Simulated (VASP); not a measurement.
# Hg (P6_3/mmc) in VASP: single point with PBE+D3(BJ)

Aim: the single point of Hg with PBE+D3(BJ).

Program: VASP 6.6.1. These are calculated values, not measurements. Logs are shortened: lines on timing, memory, paths and dates and some standing lists are left out, and cuts for length are marked.

## (1) The cell of the first run

The structure is hexagonal, space group P6_3/mmc (No. 194). The conventional cell has a = 3.337 Å, b = 3.337 Å, c = 10.588 Å, α = 90.00°, β = 90.00°, γ = 120.00°. Hg (site symmetry -3m) has 12 Hg at 3.27 to 3.34 Å within 4.3 Å. Hg (site symmetry -6m2) has 12 Hg at 3.27 to 3.34 Å within 4.3 Å.

## (2) Single point, PBE+D3(BJ)

File INCAR:

```
  PREC = Accurate
  ENCUT = 520
  EDIFF = 1E-7
  ISMEAR = 0
  SIGMA = 0.1
  LREAL = F
  LASPH = T
  NELM = 100
  ALGO = Fast
  ISIF = 2
  LWAVE = F
  LCHARG = T
  GGA = PE
  IVDW = 12
  LELF = T
  LVHAR = T
  NBANDS = 32
```

File KPOINTS:

```
regular mesh
0
Gamma
  15 15 4
```

File POSCAR:

```
Hg
1.0
    3.3374995849      0.0000000000      0.0000000000
   -1.6687497925      2.8903594256      0.0000000000
    0.0000000000      0.0000000000     10.5882697211
Hg
4
Direct
    0.0000000000      0.0000000000      0.0000000000
    0.3333333333      0.6666666667      0.2500000000
    0.0000000000      0.0000000000      0.5000000000
    0.6666666667      0.3333333333      0.7500000000
```

Potentials or basis: VASP PAW PBE potentials, release 64 (Hg).

On the command line:

```sh
cat potpaw_PBE.64/Hg/POTCAR > POTCAR
mpirun -np 1 vasp_std > vasp.out
```

OUTCAR:

```text
PREC = Accurate
   ENCUT = 520
   EDIFF = 1E-7
   ISMEAR = 0
   LREAL = F
   LASPH = T
   NELM = 100
   ISIF = 2
   GGA = PE
   IVDW = 12
 IVDW          = 12

 ion  position               nearest neighbor table
   1  0.000  0.000  0.000-   2 3.27   4 3.27   2 3.27   4 3.27   4 3.27   2 3.27
   2  0.333  0.667  0.250-   1 3.27   3 3.27   1 3.27   3 3.27   1 3.27   3 3.27
   3  0.000  0.000  0.500-   2 3.27   4 3.27   2 3.27   4 3.27   4 3.27   2 3.27
   4  0.667  0.333  0.750-   1 3.27   3 3.27   1 3.27   3 3.27   1 3.27   3 3.27

  LATTYP: Found a hexagonal cell.
 ALAT       =     3.3374995849
 C/A-ratio  =     3.1725156668

  Lattice vectors:

 A1 = (   3.3374995849,   0.0000000000,   0.0000000000)
 A2 = (  -1.6687497925,   2.8903594256,   0.0000000000)
 A3 = (   0.0000000000,   0.0000000000,  10.5882697211)

Analysis of symmetry for initial positions (statically):
=====================================================================
 Subroutine PRICEL returns:
 Original cell was already a primitive cell.

 Routine SETGRP: Setting up the symmetry group for a
 hexagonal supercell.

 Subroutine GETGRP returns: Found 24 space group operations
 (whereof 12 operations were pure point group operations)
 out of a pool of 24 trial point group operations.

The static configuration has the point symmetry D_3d.
 The point group associated with its full space group is D_6h.

Analysis of symmetry for dynamics (positions and initial velocities):
=====================================================================
 Subroutine PRICEL returns:
 Original cell was already a primitive cell.

 Routine SETGRP: Setting up the symmetry group for a
 hexagonal supercell.

 Subroutine GETGRP returns: Found 24 space group operations
 (whereof 12 operations were pure point group operations)
 out of a pool of 24 trial point group operations.

The dynamic configuration has the point symmetry D_3d.
 The point group associated with its full space group is D_6h.

 Subroutine INISYM returns: Found 24 space group operations
 (whereof 12 operations are pure point group operations),
 and found     1 'primitive' translations

----------------------------------------------------------------------------------------

                                     Primitive cell

  volume of cell :     102.1405

  direct lattice vectors                    reciprocal lattice vectors
     3.337499585  0.000000000  0.000000000     0.299625505  0.172988866  0.000000000
    -1.668749793  2.890359426  0.000000000     0.000000000  0.345977732  0.000000000
[... 93 lines left out ...]
   IBRION =     -1    ionic relax: 0-MD 1-quasi-New 2-CG
   NFREE  =      0    steps in history (QN), initial steepest desc. (CG)
   ISIF   =      2    stress and relaxation
   ISYM   =      2    0-nonsym 1-usesym 2-fastsym
   POTIM  = 0.5000    time-step for ionic-motion
   TEBEG  =    0.0;   TEEND  =   0.0 temperature during run
   PSTRESS=    0.0 pullay stress
   NELECT =      48.0000    total number of electrons
   NUPDOWN=      -1.0000    fix difference up-down
   EMIN   =  10.00;   EMAX   =-10.00  energy-range for DOS
   EFERMI =   0.00;   METHOD = LEGACY
   ISMEAR =     0;   SIGMA  =   0.10  broadening in eV -4-tet -1-fermi 0-gaus
   EFERMI_NEDOS =   21; number of points for ismear=-14 and -15
   IALGO  =     68    algorithm
   IMIX   =      4    mixing-type and parameters
     AMIX     =   0.40;   BMIX     =  1.00
     AMIX_MAG =   1.60;   BMIX_MAG =  1.00
  volume/ion in A,a.u.               =      25.54       172.32
  Fermi-wavevector in a.u.,A,eV,Ry     =   1.272787  2.405220 22.041274  1.619988
  Thomas-Fermi vector in A             =   2.405647
   LORBIT       =      0    0 simple, 1 ext, 2 COOP (PROOUT), +10 PAW based schemes
   GGA     = PE    functional components
   LHFCALC =     F    Hartree Fock is set to
   AEXX    =    0.0000 exact exchange contribution
   IVDW    =    12    specifies the selected vdW correction
   LEPSILON=     F    determine dielectric tensor
   LRPA    =     F    only Hartree local field effects (RPA)
 non-spin polarized calculation
 RMM-DIIS sequential band-by-band and
 Gauss-broadening in eV      SIGMA  =   0.10
  energy-cutoff  :      520.00
  volume of cell :      102.14
 maximum number of plane-waves:      2799
 NGX is ok and might be reduce to    28
   NGX = 13   NGY = 13   NGZ = 39

 number of electron      48.0000003 magnetization

 Free energy of the ion-electron system (eV)
  ---------------------------------------------------
  ext. energy  EPLUGINS =         0.00000000
  ---------------------------------------------------
  free energy    TOTEN  =        -0.57433075 eV

  energy without entropy =       -0.56928966  energy(sigma->0) =       -0.57181021

 E-fermi :   1.8947     XC(G=0): -10.4250

 val. band max:        1.8765587217   @ k =   0.2000   0.2000   0.0000
 cond. band min:       1.9061674101   @ k =   0.2667   0.1333   0.0000
 fundamental gap:      0.0296086884
 Fermi energy:         1.8946905084

 k-point     1 :       0.0000    0.0000    0.0000
  band No.  band energies     occupation
      1      -6.2768      2.00000
      2      -5.4034      2.00000
      3      -5.2832      2.00000
      4      -5.2674      2.00000
      5      -4.6395      2.00000
      6      -4.6395      2.00000
[... 829 lines left out ...]
     31       7.1411      0.00000
     32       7.4623      0.00000

 [... further k-points ...]

------------------------ aborting loop because EDIFF is reached ----------------------------------------

 Edisp (eV)   -1.63974

 E8    (eV) :    -0.7433

  FORCE on cell =-STRESS in cart. coord.  units (eV):
  Direction    XX          YY          ZZ          XY          YZ          ZX
  --------------------------------------------------------------------------------------
  -------------------------------------------------------------------------------------
  Total       0.13062     0.13062     0.14537    -0.00000    -0.00000     0.00000
  in kB       2.04892     2.04892     2.28029    -0.00000    -0.00000     0.00000
  external pressure =        2.13 kB  Pullay stress =        0.00 kB

 VOLUME and BASIS-vectors are now :
 -----------------------------------------------------------------------------
  energy-cutoff  :      520.00
  volume of cell :      102.14
      direct lattice vectors                 reciprocal lattice vectors
     3.337499585  0.000000000  0.000000000     0.299625505  0.172988866  0.000000000
    -1.668749793  2.890359426  0.000000000     0.000000000  0.345977732  0.000000000
     0.000000000  0.000000000 10.588269721     0.000000000  0.000000000  0.094444137

 POSITION                                       TOTAL-FORCE (eV/Angst)
 -----------------------------------------------------------------------------------
      0.00000      0.00000      0.00000        -0.000000      0.000000      0.000000
     -0.00000      1.92691      2.64707        -0.000000      0.000000     -0.000000
      0.00000      0.00000      5.29413         0.000000      0.000000      0.000000
      1.66875      0.96345      7.94120         0.000000     -0.000000     -0.000000
 -----------------------------------------------------------------------------------
    total drift:                                0.000000     -0.000000      0.000000

  FREE ENERGIE OF THE ION-ELECTRON SYSTEM (eV)
  ---------------------------------------------------
  free  energy   TOTEN  =        -2.2140742570 eV

  energy  without entropy=       -2.2090331654  energy(sigma->0) =       -2.21155371
```

stdout:

```text
POSCAR found type information on POSCAR Hg
 POSCAR found :  1 types and       4 ions
 scaLAPACK will be used
 LDA part: xc-table for (Slater+PW92), standard interpolation
 POSCAR, INCAR and KPOINTS ok, starting setup
 FFT: planning ... GRIDC
 FFT: planning ... GRID_SOFT
 FFT: planning ... GRID
 WAVECAR not read
 entering main loop
```

Run time: 5.2 min. Hardware: 1 thread of Intel Xeon Platinum 8259CL at 2.50GHz (Skylake/Cascade Lake), shared host; peak memory 0.37 GiB.

Results:

| Quantity | Value |
| --- | --- |
| Free energy | -2.2141 eV |
| Pressure | 0.2 GPa |
| Band gap on the k mesh | zero (bands 24 and 25 overlap by 1.07 eV) |
| Dispersion energy per atom | -0.410 eV |

Caveat: spin-orbit coupling is left out, which moves the levels of the heavy elements.
